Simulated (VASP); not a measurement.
Input of a VASP 6.6.1 run:

INCAR

```
PREC = Accurate
ENCUT = 520
EDIFF = 1E-7
ISMEAR = -1
SIGMA = 0.05
LREAL = False
LASPH = True
NELM = 80
ALGO = Normal
ISIF = 2
LWAVE = False
LCHARG = False
GGA = PE
NBANDS = 12
```

KPOINTS

```
Automatic mesh
0
Gamma
  11 11 11
```

The input POSCAR:

```
Ta
1.0
   -1.6289626696      1.6289626696      1.6289626696
    1.6289626696     -1.6289626696      1.6289626696
    1.6289626696      1.6289626696     -1.6289626696
Ta
1
Direct
    0.0000000000      0.0000000000      0.0000000000
```

Potentials or basis: VASP PAW PBE potentials, release 64 (Ta_pv).

The run is started by

```bash
$ cat potpaw_PBE.64/Ta_pv/POTCAR > POTCAR
$ mpirun -np 1 vasp_std > vasp.out
```

Question: Predict the pressure.

Answer: 12.0 GPa.
